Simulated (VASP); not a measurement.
# CdS (P1) in VASP: notebook

The runs below take CdS through single point, with PBE.

Program: VASP 6.6.1. These are calculated values, not measurements. Logs are shortened: lines on timing, memory, paths and dates and some standing lists are left out, and cuts for length are marked.

## (1) The cell of the first run

The typed cell holds 16 atoms: a = 8.020 Å, b = 8.020 Å, c = 8.380 Å, α = 105.14°, β = 105.14°, γ = 117.01°.

## (2) Single point, PBE

Input file INCAR:

```
SYSTEM = CdS
ALGO = Normal
EDIFF = 1E-7
ENCUT = 520
GGA = PE
ISIF = 2
ISMEAR = -1
LASPH = .TRUE.
LCHARG = .FALSE.
LREAL = Auto
LWAVE = .FALSE.
NBANDS = 86
NELM = 60
PREC = Accurate
SIGMA = 0.1034
```

Input file KPOINTS:

```
Automatic mesh
0
Gamma
  2 2 2
  0.5 0.5 0.5
```

Input file POSCAR:

```
CdS
1.0
   -2.0948970000     -3.6284680000     -6.8387640000
   -2.0948970000     -3.6284680000      6.8387640000
   -4.1897940000      7.2569350000      0.0000000000
Cd S
8 8
Direct
    0.3370338272      0.3383600902      0.1775235987
    0.3195186380      0.3287546637      0.6668574171
    0.8236814396      0.8289160113      0.1562906334
    0.8319730144      0.8364013000      0.6768854636
    0.9240921284      0.4255931307      0.8372195387
    0.9319445092      0.4204475487      0.3392095017
    0.4106087754      0.9168613673      0.8179621195
    0.4129806604      0.9033898922      0.3205800281
    0.1281096180      0.5386049940      0.1666236000
    0.1476616150      0.5190117595      0.6695264607
    0.6546446877      0.0562577569      0.1775396598
    0.6560562601      0.0303114618      0.6817443336
    0.7196048985      0.6026652000      0.8324548504
    0.7100016519      0.5880571016      0.3307304873
    0.2113267402      0.0973489805      0.8412967699
    0.2132717787      0.1130656596      0.3276198494
```

Potentials or basis: VASP PAW PBE potentials, release 64 (Cd, S).

Started as:

```console
$ cat potpaw_PBE.64/Cd/POTCAR potpaw_PBE.64/S/POTCAR > POTCAR
$ mpirun -np 1 vasp_std > vasp.out
```

OUTCAR:

```text
SYSTEM = CdS
   EDIFF = 1E-7
   ENCUT = 520
   GGA = PE
   ISIF = 2
   ISMEAR = -1
   LASPH = .TRUE.
   LREAL = Auto
   NELM = 60
   PREC = Accurate

 ion  position               nearest neighbor table
   1  0.337  0.338  0.178-  14 2.41  16 2.46  15 2.57   9 2.80
   2  0.320  0.329  0.667-  10 2.48  16 2.57  13 2.59  15 2.64
   3  0.824  0.829  0.156-  13 2.49  16 2.55  14 2.70  11 2.72
   4  0.832  0.836  0.677-  15 2.46  13 2.53  12 2.53  14 2.66
   5  0.924  0.426  0.837-   9 2.47  10 2.53  12 2.56  13 2.61
   6  0.932  0.420  0.339-  11 2.40   9 2.45  10 2.53  14 2.67
[... 8 lines left out ...]
  15  0.211  0.097  0.841-   4 2.46   1 2.57   7 2.61   2 2.64
  16  0.213  0.113  0.328-   1 2.46   3 2.55   2 2.57   8 2.80

  LATTYP: Found a face centered orthorhombic cell.
 ALAT       =     8.3795879296
 B/A-ratio  =     1.6322435083
 C/A-ratio  =     1.7320506979

  Lattice vectors:

 A1 = (  -6.2846910000,   3.6284670000,   6.8387640000)
 A2 = (  -8.3795880000,  -0.0000010000,   0.0000000000)
 A3 = (  -2.0948970000,  -3.6284680000,   6.8387640000)

Analysis of symmetry for initial positions (statically):
=====================================================================
 Subroutine PRICEL returns:
 Original cell was already a primitive cell.

 Routine SETGRP: Setting up the symmetry group for a
 face centered orthorhombic supercell.

 Subroutine GETGRP returns: Found  1 space group operations
 (whereof  1 operations were pure point group operations)
 out of a pool of  8 trial point group operations.

The static configuration has the point symmetry C_1 .

Analysis of symmetry for dynamics (positions and initial velocities):
=====================================================================
 Subroutine PRICEL returns:
 Original cell was already a primitive cell.

 Routine SETGRP: Setting up the symmetry group for a
 face centered orthorhombic supercell.

 Subroutine GETGRP returns: Found  1 space group operations
 (whereof  1 operations were pure point group operations)
 out of a pool of  8 trial point group operations.

The dynamic configuration has the point symmetry C_1 .

 Subroutine INISYM returns: Found  1 space group operations
 (whereof  1 operations are pure point group operations),
 and found     1 'primitive' translations

----------------------------------------------------------------------------------------

                                     Primitive cell

  volume of cell :     415.8661

[... 94 lines left out ...]
   NELM   =     60;   NELMIN=  2; NELMDL= -5     # of ELM steps
   EDIFF  = 0.1E-06   stopping-criterion for ELM
   LREAL  =      T    real-space projection
   EDIFFG = 0.1E-05   stopping-criterion for IOM
   NSW    =      0    number of steps for IOM
   IBRION =     -1    ionic relax: 0-MD 1-quasi-New 2-CG
   NFREE  =      0    steps in history (QN), initial steepest desc. (CG)
   ISIF   =      2    stress and relaxation
   ISYM   =      2    0-nonsym 1-usesym 2-fastsym
   POTIM  = 0.5000    time-step for ionic-motion
   TEBEG  =    0.0;   TEEND  =   0.0 temperature during run
   PSTRESS=    0.0 pullay stress
   NELECT =     144.0000    total number of electrons
   NUPDOWN=      -1.0000    fix difference up-down
   EMIN   =  10.00;   EMAX   =-10.00  energy-range for DOS
   EFERMI =   0.00;   METHOD = LEGACY
   ISMEAR =    -1;   SIGMA  =   0.10  broadening in eV -4-tet -1-fermi 0-gaus
   EFERMI_NEDOS =   21; number of points for ismear=-14 and -15
   IALGO  =     38    algorithm
   IMIX   =      4    mixing-type and parameters
     AMIX     =   0.40;   BMIX     =  1.00
     AMIX_MAG =   1.60;   BMIX_MAG =  1.00
  volume/ion in A,a.u.               =      25.99       175.40
  Fermi-wavevector in a.u.,A,eV,Ry     =   1.149594  2.172418 17.981001  1.321566
  Thomas-Fermi vector in A             =   2.286263
   LORBIT       =      0    0 simple, 1 ext, 2 COOP (PROOUT), +10 PAW based schemes
   GGA     = PE    functional components
[... 5 lines left out ...]
 non-spin polarized calculation
  energy-cutoff  :      520.00
  volume of cell :      415.87
 maximum number of plane-waves:     11217
   NGX = 29   NGY = 29   NGZ = 31

 number of electron     144.0000004 magnetization

 Free energy of the ion-electron system (eV)
  ---------------------------------------------------
  ext. energy  EPLUGINS =         0.00000000
  ---------------------------------------------------
  free energy    TOTEN  =       -48.49414716 eV

  energy without entropy =      -48.49413641  energy(sigma->0) =      -48.49414178

 E-fermi :   2.0636     XC(G=0):  -8.9271

 val. band max:        0.7007090568   @ k =  -0.2500   0.2500   0.2500
 cond. band min:       3.3586875996   @ k =  -0.2500   0.2500  -0.2500
 fundamental gap:      2.6579785428
 Fermi energy:         2.0635508806

 k-point     1 :       0.2500    0.2500    0.2500
  band No.  band energies     occupation
      1     -11.1879      2.00000
      2     -11.0970      2.00000
      3     -10.9013      2.00000
      4     -10.8523      2.00000
      5     -10.7773      2.00000
      6     -10.6937      2.00000
[... 337 lines left out ...]
     83       6.3673      0.00000
     84       6.4219      0.00000
 [bands above 84 left out]

------------------------ aborting loop because EDIFF is reached ----------------------------------------

  FORCE on cell =-STRESS in cart. coord.  units (eV):
  Direction    XX          YY          ZZ          XY          YZ          ZX
  --------------------------------------------------------------------------------------
  -------------------------------------------------------------------------------------
  Total        5.0198408      4.4642724     -0.6926324      3.2920736      0.6721813      0.0274269
  in kB       19.3395775     17.1991793     -2.6684548     12.6831339      2.5896644      0.1056656
  external PRESSURE =      11.2901007 kB  Pullay stress =       0.0000000 kB

 VOLUME and BASIS-vectors are now :
 -----------------------------------------------------------------------------
  energy-cutoff  :      520.00
  volume of cell :      415.87
      direct lattice vectors                 reciprocal lattice vectors
    -2.094897000 -3.628468000 -6.838764000    -0.119337601 -0.068899606 -0.073112627
    -2.094897000 -3.628468000  6.838764000    -0.119337601 -0.068899606  0.073112627
    -4.189794000  7.256935000  0.000000000    -0.119337618  0.068899606  0.000000000

 POSITION                                       TOTAL-FORCE (eV/Angst)
 -----------------------------------------------------------------------------------
     -2.15867     -1.16237      0.00907         0.514535     -0.065413      0.556963
     -4.15206      2.48710      0.06316         0.037576      0.099930     -0.638946
     -4.11685     -4.86221      0.03580        -0.288709      0.482862      0.313235
     -6.33108     -1.14153      0.03028         0.678937     -0.075660     -0.062673
     -6.33523      1.17836     -3.40912         0.413010     -0.025604      0.359749
     -4.25434     -2.44549     -3.49801        -0.456731      0.140639      0.689861
[... 8 lines left out ...]
     -4.17150      4.98522     -0.77947        -0.282964     -0.737005     -0.261490
     -2.05630      1.19341     -0.68529        -0.104915      0.692585     -0.625176
 -----------------------------------------------------------------------------------
    total drift:                               -0.005153      0.004176     -0.004067

  FREE ENERGIE OF THE ION-ELECTRON SYSTEM (eV)
  ---------------------------------------------------
  free  energy   TOTEN  =       -48.4941471565 eV

  energy  without entropy=      -48.4941364121  energy(sigma->0) =      -48.49414178
```

OSZICAR:

```text
N       E                     dE             d eps       ncg     rms          rms(c)
DAV:   1     0.105851332244E+04    0.10585E+04   -0.69244E+04   688   0.153E+03
DAV:   2     0.229296828442E+02   -0.10356E+04   -0.10049E+04   776   0.378E+02
DAV:   3    -0.514952721201E+02   -0.74425E+02   -0.73781E+02   792   0.970E+01
DAV:   4    -0.530020105656E+02   -0.15067E+01   -0.15000E+01   768   0.129E+01
DAV:   5    -0.530382727062E+02   -0.36262E-01   -0.36228E-01   784   0.190E+00    0.217E+01
DAV:   6    -0.485547763221E+02    0.44835E+01   -0.10673E+01   812   0.173E+01    0.171E+01
DAV:   7    -0.485220884549E+02    0.32688E-01   -0.37926E+00   752   0.590E+00    0.802E+00
DAV:   8    -0.485052961493E+02    0.16792E-01   -0.60631E-01   770   0.423E+00    0.118E+00
DAV:   9    -0.484920285661E+02    0.13268E-01   -0.11120E-01   792   0.225E+00    0.335E-01
DAV:  10    -0.484932925823E+02   -0.12640E-02   -0.72272E-03   754   0.368E-01    0.219E-01
DAV:  11    -0.484935307549E+02   -0.23817E-03   -0.66245E-04   816   0.967E-02    0.174E-01
DAV:  12    -0.484941518390E+02   -0.62108E-03   -0.76911E-04   724   0.104E-01    0.701E-02
DAV:  13    -0.484941403562E+02    0.11483E-04   -0.11611E-04   776   0.382E-02    0.258E-02
DAV:  14    -0.484941450708E+02   -0.47146E-05   -0.14828E-05   786   0.146E-02    0.170E-02
DAV:  15    -0.484941469736E+02   -0.19027E-05   -0.36004E-06   732   0.631E-03    0.100E-02
DAV:  16    -0.484941469843E+02   -0.10768E-07   -0.15539E-06   800   0.577E-03    0.360E-03
DAV:  17    -0.484941470971E+02   -0.11279E-06   -0.28055E-07   560   0.194E-03    0.229E-03
DAV:  18    -0.484941471565E+02   -0.59405E-07   -0.50051E-08   442   0.943E-04
   1 F= -.48494147E+02 E0= -.48494142E+02  d E =-.107444E-04
```

stdout:

```text
POSCAR found type information on POSCAR CdS
 POSCAR found :  2 types and      16 ions
 scaLAPACK will be used
 LDA part: xc-table for (Slater+PW92), standard interpolation
 POSCAR, INCAR and KPOINTS ok, starting setup
 FFT: planning ... GRIDC
 FFT: planning ... GRID_SOFT
 FFT: planning ... GRID
 WAVECAR not read
 entering main loop
```

Run time: 3.1 min. Hardware: 1 thread of Intel Xeon 6975P-C (Granite Rapids), shared host; peak memory 0.52 GiB.

Results:

```
Free energy            : -48.4941 eV
Pressure               : 1.1 GPa
Largest force          : 1.678 eV/Å
Band gap on the k mesh : 2.66 eV (least direct gap 2.67 eV)
```

Forces in eV/Å, atoms in the order of the input:
```
Cd   0.515 -0.065  0.557
Cd   0.038  0.100 -0.639
Cd  -0.289  0.483  0.313
Cd   0.679 -0.076 -0.063
Cd   0.413 -0.026  0.360
Cd  -0.457  0.141  0.690
Cd  -0.401  0.528  0.192
Cd  -0.984 -0.315  0.501
S   -0.035 -0.050 -1.031
S   -0.294 -0.092  0.576
S    1.362  0.634 -0.748
S    0.558 -0.573  0.344
S    0.358  0.155 -0.215
S   -1.074 -0.799  0.049
S   -0.283 -0.737 -0.261
S   -0.105  0.693 -0.625
```

Stress tensor (GPa, compression positive):
```
 1.93  1.27  0.01
 1.27  1.72  0.26
 0.01  0.26 -0.27
```

Levels at points of the mesh, in eV from the valence-band top:
```tsv
k point	band 68	band 69	band 70	band 71	band 72	band 73	band 74	band 75	band 76	band 77
(0.25, 0.25, 0.25)	-0.55	-0.52	-0.48	-0.42	-0.27	3.69	3.71	3.92	3.98	4.37
```

Caveat: the atoms stand as in a frame of molecular dynamics; a shifted mesh leaves out Γ, where band edges can lie; forces of over 1 eV/Å act on the atoms, so gaps and moduli don't describe the material at rest.

## (3) Single point, PBE

Input file INCAR:

```
  ALGO = Normal
  EDIFF = 1E-6
  ENCUT = 520
  GGA = PE
  ISIF = 2
  ISMEAR = -1
  LASPH = T
  LCHARG = F
  LREAL = Auto
  LWAVE = F
  NBANDS = 86
  NELM = 100
  PREC = Accurate
  SIGMA = 0.1034
```

KPOINTS is that of step 2.

Input file POSCAR:

```
CdS
1.0
   -2.0966200000     -3.6314530000     -6.8443910000
   -2.0966200000     -3.6314530000      6.8443910000
   -4.1932410000      7.2629060000      0.0000000000
Cd S
8 8
Direct
    0.3410208166      0.3427356515      0.1846546654
    0.3081353226      0.3208007299      0.6699355209
    0.8130963245      0.8195847031      0.1423305514
    0.8372089002      0.8343851282      0.6881785540
    0.9320387626      0.4284113398      0.8340357986
    0.9403335532      0.4272041893      0.3491361499
    0.4052646149      0.9141993032      0.8080903435
    0.4041071645      0.9018218626      0.3085169880
    0.1359157642      0.5546355598      0.1779736207
    0.1402737915      0.5234263612      0.6733350136
    0.6503987515      0.0646223106      0.1880279576
    0.6481574937      0.0210251454      0.6740312077
    0.7179735822      0.5915017017      0.8248297511
    0.7063585180      0.5854698955      0.3380930674
    0.1961207491      0.0870644430      0.8334832800
    0.1784491955      0.0906128927      0.3129710514
```

Potentials or basis: VASP PAW PBE potentials, release 64 (Cd, S).

Started as:

```console
$ cat potpaw_PBE.64/Cd/POTCAR potpaw_PBE.64/S/POTCAR > POTCAR
$ mpirun -np 1 vasp_std > vasp.out
```

It took 1.8 min on 1 thread of Intel Xeon 6975P-C (Granite Rapids), shared host; peak memory 0.52 GiB.

The run converged. Its results:

- Free energy: -47.6869 eV
- Pressure: 1.8 GPa
- Largest force: 1.962 eV/Å
- Band gap on the k mesh: 2.60 eV (least direct gap 2.60 eV)

Forces on the atoms (eV/Å):
```
Cd   0.933  0.418  0.494
Cd   0.253 -0.262 -0.501
Cd   0.188  1.051  0.615
Cd   1.533  0.073  0.612
Cd   0.349  1.185  0.330
Cd   0.096 -0.055  0.795
Cd  -0.716  0.564  0.305
Cd  -1.744 -0.499  0.747
S    1.362  0.525 -1.243
S   -0.538 -0.591 -0.343
S    1.500 -0.039 -0.875
S    0.108 -0.732  0.288
S    0.664  0.706  0.024
S   -1.127 -1.100 -0.069
S   -1.491 -1.074 -0.575
S   -1.370 -0.169 -0.605
```

Stress tensor (GPa, compression positive):
```
 2.98  2.59  0.42
 2.59  2.98  0.63
 0.42  0.63 -0.53
```

Levels at points of the mesh, in eV from the valence-band top:
```
           k point  band 68  band 69  band 70  band 71  band 72  band 73  band 74  band 75  band 76  band 77
(0.25, 0.25, 0.25)    -0.60    -0.52    -0.41    -0.36    -0.13     3.54     3.71     3.81     3.95     4.25
```

Caveat: the atoms stand as in a frame of molecular dynamics; a shifted mesh leaves out Γ, where band edges can lie; forces of over 1 eV/Å act on the atoms, so gaps and moduli don't describe the material at rest.
